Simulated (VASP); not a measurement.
# Cl (Pm-3m) in VASP: notebook

Cl is run at these levels: LDA; tasks: single point, relaxation of cell and atoms.

Program: VASP 6.6.1. These are calculated values, not measurements. Logs are shortened: lines on timing, memory, paths and dates and some standing lists are left out, and cuts for length are marked.

## (1) The cell of the first run

The structure is cubic, space group Pm-3m (No. 221). Conventional cell: a = 2.746 Å, b = 2.746 Å, c = 2.746 Å, α = 90.00°, β = 90.00°, γ = 90.00°. Within 3.6 Å of Cl (site symmetry m-3m) lie 6 Cl at 2.75 Å.

## (2) Single point, LDA

The input, INCAR:

```
SYSTEM = Cl
PREC = Accurate
ENCUT = 500
EDIFF = 1E-6
ISMEAR = -1
SIGMA = 0.08
LREAL = .False.
LASPH = .True.
NELM = 120
ALGO = Normal
ISIF = 2
LWAVE = .False.
LCHARG = .False.
NBANDS = 10
GGA_COMPAT = .False.
```

The input, KPOINTS:

```
regular mesh
0
Gamma
  15 15 15
  0 0 0
```

The input, POSCAR:

```
Cl
1.0
    2.7458926534      0.0000000000      0.0000000000
    0.0000000000      2.7458926534      0.0000000000
    0.0000000000      0.0000000000      2.7458926534
Cl
1
Direct
    0.0000000000      0.0000000000      0.0000000000
```

Potentials or basis: VASP PAW LDA potentials, release 64 (Cl).

Command:

```console
$ cat potpaw_LDA.64/Cl/POTCAR > POTCAR
$ mpirun -np 1 vasp_std > vasp.out
```

OUTCAR:

```text
SYSTEM = Cl
   PREC = Accurate
   ENCUT = 500
   EDIFF = 1E-6
   ISMEAR = -1
   LREAL = .False.
   LASPH = .True.
   NELM = 120
   ISIF = 2

 ion  position               nearest neighbor table
   1  0.000  0.000  0.000-

  LATTYP: Found a simple cubic cell.
 ALAT       =     2.7458926534

  Lattice vectors:

 A1 = (   2.7458926534,   0.0000000000,   0.0000000000)
 A2 = (   0.0000000000,   2.7458926534,   0.0000000000)
 A3 = (   0.0000000000,   0.0000000000,   2.7458926534)

Analysis of symmetry for initial positions (statically):
=====================================================================
 Subroutine PRICEL returns:
 Original cell was already a primitive cell.

 Routine SETGRP: Setting up the symmetry group for a
 simple cubic supercell.

 Subroutine GETGRP returns: Found 48 space group operations
 (whereof 48 operations were pure point group operations)
 out of a pool of 48 trial point group operations.

The static configuration has the point symmetry O_h .

Analysis of symmetry for dynamics (positions and initial velocities):
=====================================================================
 Subroutine PRICEL returns:
 Original cell was already a primitive cell.

 Routine SETGRP: Setting up the symmetry group for a
 simple cubic supercell.

 Subroutine GETGRP returns: Found 48 space group operations
 (whereof 48 operations were pure point group operations)
 out of a pool of 48 trial point group operations.

The dynamic configuration has the point symmetry O_h .

 Subroutine INISYM returns: Found 48 space group operations
 (whereof 48 operations are pure point group operations),
 and found     1 'primitive' translations

----------------------------------------------------------------------------------------

                                     Primitive cell

  volume of cell :      20.7038

  direct lattice vectors                    reciprocal lattice vectors
     2.745892653  0.000000000  0.000000000     0.364180296  0.000000000  0.000000000
     0.000000000  2.745892653  0.000000000     0.000000000  0.364180296  0.000000000
     0.000000000  0.000000000  2.745892653     0.000000000  0.000000000  0.364180296

  length of vectors
     2.745892653  2.745892653  2.745892653     0.364180296  0.364180296  0.364180296

[... 79 lines left out ...]
   LREAL  =      F    real-space projection
   EDIFFG = 0.1E-04   stopping-criterion for IOM
   NSW    =      0    number of steps for IOM
   IBRION =     -1    ionic relax: 0-MD 1-quasi-New 2-CG
   NFREE  =      0    steps in history (QN), initial steepest desc. (CG)
   ISIF   =      2    stress and relaxation
   ISYM   =      2    0-nonsym 1-usesym 2-fastsym
   POTIM  = 0.5000    time-step for ionic-motion
   TEBEG  =    0.0;   TEEND  =   0.0 temperature during run
   PSTRESS=    0.0 pullay stress
   NELECT =       7.0000    total number of electrons
   NUPDOWN=      -1.0000    fix difference up-down
   EMIN   =  10.00;   EMAX   =-10.00  energy-range for DOS
   EFERMI =   0.00;   METHOD = LEGACY
   ISMEAR =    -1;   SIGMA  =   0.08  broadening in eV -4-tet -1-fermi 0-gaus
   EFERMI_NEDOS =   21; number of points for ismear=-14 and -15
   IALGO  =     38    algorithm
   IMIX   =      4    mixing-type and parameters
     AMIX     =   0.40;   BMIX     =  1.00
     AMIX_MAG =   1.60;   BMIX_MAG =  1.00
  volume/ion in A,a.u.               =      20.70       139.72
  Fermi-wavevector in a.u.,A,eV,Ry     =   1.140488  2.155209 17.697265  1.300712
  Thomas-Fermi vector in A             =   2.277190
   LORBIT       =      0    0 simple, 1 ext, 2 COOP (PROOUT), +10 PAW based schemes
   GGA     = CA    functional components
   LHFCALC =     F    Hartree Fock is set to
   AEXX    =    0.0000 exact exchange contribution
   IVDW    =     0    specifies the selected vdW correction
   LEPSILON=     F    determine dielectric tensor
   LRPA    =     F    only Hartree local field effects (RPA)
 non-spin polarized calculation
  energy-cutoff  :      500.00
  volume of cell :       20.70
 maximum number of plane-waves:       540
   NGX = 11   NGY = 11   NGZ = 11

 number of electron       7.0000003 magnetization

 Free energy of the ion-electron system (eV)
  ---------------------------------------------------
  ext. energy  EPLUGINS =         0.00000000
  ---------------------------------------------------
  free energy    TOTEN  =        -1.77320130 eV

  energy without entropy =       -1.75016097  energy(sigma->0) =       -1.76168113

 E-fermi :   2.7373     XC(G=0):  -9.9557

 val. band max:        2.7178291513   @ k =   0.2667   0.1333   0.0667
 cond. band min:       2.7706790849   @ k =   0.4667   0.3333   0.1333
 fundamental gap:      0.0528499336
 Fermi energy:         2.7373201162

 k-point     1 :       0.0000    0.0000    0.0000
  band No.  band energies     occupation
      1     -13.8865      2.00000
      2       2.5565      1.81117
      3       2.5565      1.81117
      4       2.5565      1.81117
      5      10.8034      0.00000
      6      12.3903      0.00000
      7      12.3903      0.00000
      8      24.1624      0.00000
      9      24.1624      0.00000
     10      24.1624      0.00000
[... 287 lines left out ...]
 k-point    24 :       0.3333    0.2000    0.0000
  band No.  band energies     occupation
      1     -12.4609      2.00000
      2      -1.8042      2.00000
      3       0.8152      2.00000
      4       3.3398      0.00107
      5      12.7094      0.00000
      6      14.3475      0.00000
      7      17.3909      0.00000
      8      19.2936      0.00000
      9      19.6024      0.00000
     10      22.0810      0.00000

 [... further k-points ...]

------------------------ aborting loop because EDIFF is reached ----------------------------------------

  FORCE on cell =-STRESS in cart. coord.  units (eV):
  Direction    XX          YY          ZZ          XY          YZ          ZX
  --------------------------------------------------------------------------------------
  -------------------------------------------------------------------------------------
  Total       -0.0073415     -0.0073415     -0.0073415     -0.0000000     -0.0000000     -0.0000000
  in kB       -0.5681256     -0.5681256     -0.5681256     -0.0000000     -0.0000000     -0.0000000
  external PRESSURE =      -0.5681256 kB  Pullay stress =       0.0000000 kB

 VOLUME and BASIS-vectors are now :
 -----------------------------------------------------------------------------
  energy-cutoff  :      500.00
  volume of cell :       20.70
      direct lattice vectors                 reciprocal lattice vectors
     2.745892653  0.000000000  0.000000000     0.364180296  0.000000000  0.000000000
     0.000000000  2.745892653  0.000000000     0.000000000  0.364180296  0.000000000
     0.000000000  0.000000000  2.745892653     0.000000000  0.000000000  0.364180296

 POSITION                                       TOTAL-FORCE (eV/Angst)
 -----------------------------------------------------------------------------------
      0.00000      0.00000      0.00000         0.000000      0.000000      0.000000
 -----------------------------------------------------------------------------------
    total drift:                               -0.000000      0.000000      0.000000

  FREE ENERGIE OF THE ION-ELECTRON SYSTEM (eV)
  ---------------------------------------------------
  free  energy   TOTEN  =        -1.7732013035 eV

  energy  without entropy=       -1.7501609654  energy(sigma->0) =       -1.76168113
```

OSZICAR:

```text
N       E                     dE             d eps       ncg     rms          rms(c)
DAV:   1     0.172215953778E+02    0.17222E+02   -0.29570E+03  2456   0.520E+02
DAV:   2    -0.113482773773E+01   -0.18356E+02   -0.17682E+02  3134   0.983E+01
DAV:   3    -0.177106105580E+01   -0.63623E+00   -0.61994E+00  2902   0.155E+01
DAV:   4    -0.177341607978E+01   -0.23550E-02   -0.23547E-02  2902   0.115E+00
DAV:   5    -0.177342511012E+01   -0.90303E-05   -0.90302E-05  2926   0.684E-02    0.706E+00
DAV:   6    -0.177312990220E+01    0.29521E-03   -0.86196E-04  2730   0.164E-01    0.427E+00
DAV:   7    -0.177323213376E+01   -0.10223E-03   -0.90038E-04  2610   0.179E-01    0.628E-02
DAV:   8    -0.177320084913E+01    0.31285E-04   -0.11538E-04  2566   0.569E-02    0.870E-03
DAV:   9    -0.177320130351E+01   -0.45438E-06   -0.18451E-06  2750   0.950E-03
   1 F= -.17732013E+01 E0= -.17616811E+01  d E =-.230403E-01
```

Run time: 9.9 s. Hardware: 1 thread of Intel Xeon Platinum 8375C at 2.90GHz (Ice Lake), shared host; peak memory 0.13 GiB.

Results:

```
Free energy            : -1.7732 eV
Pressure               : -0.1 GPa
Band gap on the k mesh : zero (an odd number of electrons rules out a gap without spin polarisation)
```

Caveat: an odd number of electrons without spin polarisation forces a metal; a magnetic or distorted state may lie lower.

## (3) Relaxation of cell and atoms, LDA

This run uses another cell than the first one, of 23.76 Å³/atom.

The input, INCAR:

```
PREC = Accurate ; ENCUT = 500
EDIFF = 1E-7 ; ISMEAR = -1
SIGMA = 0.08 ; LREAL = False
LASPH = True ; NELM = 120
ALGO = Normal ; ISIF = 3
LWAVE = False ; LCHARG = False
IBRION = 2 ; NSW = 60
EDIFFG = -0.005 ; GGA_COMPAT = False
NELMIN = 4
```

The input, KPOINTS:

```
regular mesh
0
Gamma
  15 15 15
```

The input, POSCAR:

```
Cl
1.0
    2.8748519142      0.0000000000      0.0000000000
    0.0000000000      2.8748519142      0.0000000000
    0.0000000000      0.0000000000      2.8748519142
Cl
1
Direct
    0.0000000000      0.0000000000      0.0000000000
```

Potentials or basis: VASP PAW LDA potentials, release 64 (Cl).

Command:

```console
$ cat potpaw_LDA.64/Cl/POTCAR > POTCAR
$ mpirun -np 1 vasp_std > vasp.out
```

It took 25 s on 1 thread of Intel Xeon Platinum 8375C at 2.90GHz (Ice Lake), shared host; peak memory 0.13 GiB.

It converged, with:

```yaml
Free_energy: -1.7745 eV
Relaxed_volume: 20.71 Å³/atom
Relaxed_cell: a = 2.746 Å, b = 2.746 Å, c = 2.746 Å, α = 90.00°, β = 90.00°, γ = 90.00°
Space_group_after_relaxing_to_0.1_Å: Pm-3m (No. 221)
Energy_gained_by_relaxing: 57.6 meV/atom
Ionic_steps: 5
Pressure_after_relaxing: 0.0 GPa
Band_gap_on_the_k_mesh: zero (an odd number of electrons rules out a gap without spin polarisation)
```

The path:
```tsv
step	energy change (eV)	largest force (eV/Å)	pressure (GPa)	volume (Å³)
1	0.0000	0.0000	-5.25	23.76
2	-0.0558	0.0000	-1.17	21.18
3	-0.0576	0.0000	-0.05	20.73
4	-0.0576	0.0000	0.09	20.67
5	-0.0576	0.0000	-0.01	20.71
```

Final structure:
```
Cl
1.0
     2.74602    0.00000    0.00000
     0.00000    2.74602    0.00000
     0.00000    0.00000    2.74602
Cl
1
Cartesian
  0.0000 0.0000 2.7460
```

Levels at points of the mesh, in eV from the Fermi level:
```tsv
k point	band 1	band 2	band 3	band 4	band 5	band 6	band 7
(0.00, 0.00, 0.00)	-16.62	-0.18	-0.18	-0.18	8.07	9.65	9.65
```

Caveat: an odd number of electrons without spin polarisation forces a metal; a magnetic or distorted state may lie lower.
